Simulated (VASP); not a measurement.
Wanted: the native input for a VASP 6.6.1 run.

```
Task                   : single point
Functional             : PBE
Potentials or basis    : VASP PAW PBE potentials, release 64 (Na_pv, Te, H)
Cutoff                 : 520 eV
k mesh                 : 4 × 4 × 4
Occupations            : gaussian, width 0.1 eV
Spin                   : no spin polarisation
Dipole correction      : no
Further INCAR settings : ALGO = Normal; EDIFF = 1e-07; NBANDS = 22
```

The structure of Na3TeH lies in POSCAR:

```
Na3TeH
1.0
    5.2138968000      0.0000000000      0.0000000000
    0.0000000000      5.2138968000      0.0000000000
    0.0000000000      0.0000000000      5.2138968000
Na Te H
3 1 1
Direct
    0.5000000000      0.0000000000      0.0000000000
    0.0000000000      0.5000000000      0.0000000000
    0.0000000000      0.0000000000      0.5000000000
    0.5000000000      0.5000000000      0.5000000000
    0.0000000000      0.0000000000      0.0000000000
```

The input as run:

INCAR

```
SYSTEM = Na3TeH
  ALGO = Normal
  EDIFF = 1E-7
  ENCUT = 520
  GGA = PE
  ISIF = 2
  ISMEAR = 0
  LASPH = .TRUE.
  LCHARG = .FALSE.
  LREAL = .FALSE.
  LWAVE = .FALSE.
  NBANDS = 22
  NELM = 80
  PREC = Accurate
  SIGMA = 0.1
```

KPOINTS

```
k-points
0
G
  4 4 4
  0 0 0
```

Potentials or basis: VASP PAW PBE potentials, release 64 (Na_pv, Te, H).

Command:

```bash
$ cat potpaw_PBE.64/Na_pv/POTCAR potpaw_PBE.64/Te/POTCAR potpaw_PBE.64/H/POTCAR > POTCAR
$ mpirun -np 1 vasp_std > vasp.out
```

Results of the run:

The pressure is -3.7 GPa. The band gap on the k mesh is 1.91 eV (least direct gap 2.05 eV).

Caveat: the cell stands under tension; spin-orbit coupling is left out, which moves the levels of the heavy elements.

Run time: 44 s on 1 thread of Intel Xeon 8259CL (shared host), peak memory 0.25 GiB.
